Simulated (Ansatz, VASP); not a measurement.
**Se in VASP and in Ansatz**

```xyz
3
Lattice="3.8451 0.0000 0.0000 -1.9225 3.3299 0.0000 0.0000 0.0000 4.9802" Properties=species:S:1:pos:R:3 pbc="T T T"
Se   -0.9445    3.3299    1.6601
Se    3.3561    0.8470    3.3201
Se    1.4335    2.4830    4.9802
```

Alike in both runs: task single point; functional LDA; k mesh 9 × 9 × 6; occupations fermi-dirac, width 0.05 eV; no spin polarisation.

|  | VASP | Ansatz |
| --- | --- | --- |
| version | VASP 6.6.1 | Ansatz 0.2.0 |
| potentials or method | VASP PAW LDA potentials, release 64 (Se), cutoff 520 eV | plane waves (420 eV) with PAW, scalar-relativistic |
| valence electrons in the cell | 18 | 48 |

Ansatz gave:

```
pressure (GPa)                                                : 7.4
traceless stress, the component that is largest in VASP (GPa) : 2.22
```

**Question.** Which values does VASP return?

**Answer.** Pressure (GPa): 7.8; traceless stress, the component that is largest in VASP (GPa): 2.38.

Ansatz warns that its potentials were made for another functional, while VASP's fit it. LDA's correlation is that of Perdew and Zunger in VASP and of Perdew and Wang (1992) in Ansatz. VASP's potentials hold 18 valence electrons a cell and Ansatz's 48, so a difference there can come from the potentials and not from the codes.
